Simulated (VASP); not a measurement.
Set up this calculation in VASP 6.6.1, as the native input.

* Task: single point
* Functional: r2SCAN
* Potentials or basis: VASP PAW PBE potentials, release 64 (Zn, Se)
* Cutoff: 520 eV
* k mesh: 8 × 8 × 8
* Occupations: fermi-dirac, width 0.02 eV
* Spin: no spin polarisation
* Dipole correction: no
* Further INCAR settings: ALGO = Normal; EDIFF = 1e-06; NBANDS = 16

ZnSe (Stilleite):

```xyz
2
Lattice="0.0000 2.8324 2.8324 2.8324 0.0000 2.8324 2.8324 2.8324 0.0000" Properties=species:S:1:pos:R:3 pbc="T T T"
Zn    0.0000    0.0000    0.0000
Se    1.4162    1.4162    1.4162
```

One way to write it, as run:

POSCAR

```
ZnSe
1.0
    0.0000000000      2.8324246721      2.8324246721
    2.8324246721      0.0000000000      2.8324246721
    2.8324246721      2.8324246721      0.0000000000
Zn Se
1 1
Direct
    0.0000000000      0.0000000000      0.0000000000
    0.2500000000      0.2500000000      0.2500000000
```

INCAR.step1

```
SYSTEM = ZnSe
PREC = Accurate ; ENCUT = 520
ISMEAR = -1 ; SIGMA = 0.02
LREAL = .FALSE. ; LASPH = .TRUE.
NELM = 80 ; NBANDS = 16
GGA = PE ; ALGO = Normal
EDIFF = 1E-4 ; LWAVE = .TRUE.
LCHARG = .FALSE.
```

INCAR.step2

```
SYSTEM = ZnSe
PREC = Accurate ; ENCUT = 520
EDIFF = 1E-6 ; ISMEAR = -1
SIGMA = 0.02 ; LREAL = .FALSE.
LASPH = .TRUE. ; NELM = 80
ALGO = Normal ; ISIF = 2
LWAVE = .FALSE. ; LCHARG = .FALSE.
METAGGA = R2SCAN ; LMIXTAU = .TRUE.
NBANDS = 16 ; ISTART = 1
```

KPOINTS

```
Automatic mesh
0
G
  8 8 8
  0 0 0
```

Potentials or basis: VASP PAW PBE potentials, release 64 (Zn, Se).

Run with:

```bash
$ cat potpaw_PBE.64/Zn/POTCAR potpaw_PBE.64/Se/POTCAR > POTCAR
$ cp INCAR.step1 INCAR
$ mpirun -np 1 vasp_std > vasp.out
$ cp INCAR.step2 INCAR
$ mpirun -np 1 vasp_std > vasp.out
```

It gave:

```
Pressure               : 0.1 GPa
Band gap on the k mesh : 1.87 eV, direct
```

Caveat: the PAW data sets were made with another functional, which shifts forces and pressure a little.

Run time: 74 s on 1 thread of AMD EPYC 7R13 Processor (Zen 3), with other jobs on the host, peak memory 0.15 GiB.
